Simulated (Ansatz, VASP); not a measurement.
## AlGa3N4 in VASP and in Ansatz

File INCAR:

```
SYSTEM = AlGa3N4
PREC     = Accurate       ! precision mode
ENCUT    = 520            ! plane-wave cutoff, eV
EDIFF    = 1E-6           ! SCF threshold, eV
ISMEAR   = 0              ! smearing method
SIGMA    = 0.02           ! smearing width, eV
LREAL    = .False.        ! projectors in reciprocal space
LASPH    = .True.         ! aspherical terms in the spheres
NELM     = 100            ! most SCF steps
ALGO     = Normal         ! electronic algorithm
ISIF     = 2              ! what is computed and relaxed
LWAVE    = .False.        ! write WAVECAR
LCHARG   = .False.        ! write CHGCAR
GGA      = PS             ! functional
NBANDS   = 41             ! bands
```

The input KPOINTS:

```
regular mesh
0
Gamma
  6 8 6
  0 0 0
```

Contents of POSCAR:

```
AlGa3N4
1.0
    4.9945243377      0.0000000000     -0.0004067506
    0.0000000000      3.0757177235      0.0000000000
   -0.0040417044      0.0000000000      5.3219459623
Al Ga N
1 3 4
Direct
    0.0010569687      0.5000000000      0.6675532861
    0.4990099025      0.5000000000      0.3352075459
    0.4987172513      0.0000000000      0.8312235203
    0.9997702745      0.0000000000      0.1659571655
    0.1194576023      0.5000000000      0.3401641680
    0.1175361388      0.0000000000      0.8262608653
    0.6202402306      0.0000000000      0.1660942436
    0.6318116413      0.5000000000      0.6675402056
```

Input for Ansatz:

```yaml
crystal:
  lattice:
    - [4.9945243377, 0.0, -0.0004067506]
    - [0.0, 3.0757177235, 0.0]
    - [-0.0040417044, 0.0, 5.3219459623]
  atoms:
    - { symbol: Al, position: [0.0010569687, 0.5, 0.6675532861] }
    - { symbol: Ga, position: [0.4990099025, 0.5, 0.3352075459] }
    - { symbol: Ga, position: [0.4987172513, 0.0, 0.8312235203] }
    - { symbol: Ga, position: [0.9997702745, 0.0, 0.1659571655] }
    - { symbol: "N", position: [0.1194576023, 0.5, 0.340164168] }
    - { symbol: "N", position: [0.1175361388, 0.0, 0.8262608653] }
    - { symbol: "N", position: [0.6202402306, 0.0, 0.1660942436] }
    - { symbol: "N", position: [0.6318116413, 0.5, 0.6675402056] }
basis:
  ecutwfc: 420
kpoints:
  mp_grid: { grid: [6, 8, 6] }
  band_path: { path: [VBM, CBM], npoints: 2 }
hamiltonian:
  xc: pbesol
scf:
  occupations: { method: gaussian, width: 0.02 }
output:
  forces: true
  stress: true
  eigenvalues: true
checkpoint:
  read: start.run
  write: ck
  compress: false
  write_wavefunctions: false
  write_every: 100000
```

Alike in both runs: task single point; functional PBEsol; k mesh 6 × 8 × 6; occupations gaussian, width 0.02 eV; no spin polarisation.

|  | VASP | Ansatz |
| --- | --- | --- |
| version | VASP 6.6.1 | Ansatz 0.2.0 |
| potentials or method | VASP PAW PBE potentials, release 64 (Al, Ga_d, N), cutoff 520 eV | scalar-relativistic, plane waves, PAW |
| valence electrons in the cell | 62 | 62 |

|  | VASP | Ansatz | Ansatz less VASP |
| --- | --- | --- | --- |
| gap on the k mesh at the Fermi level (eV) | 2.98 | 2.96 | -0.023 |
| least direct gap on the mesh (eV) | 2.98 | 2.96 | -0.023 |
| pressure (GPa) | 19.8 | 20.0 | +0.21 |
| rms of the force components (eV/Å) | 0.009 | 0.001 | -0.0071 |

VASP's potentials were made for PBE, not for PBEsol. Atom by atom the forces differ by 0.009 eV/Å (rms over components).
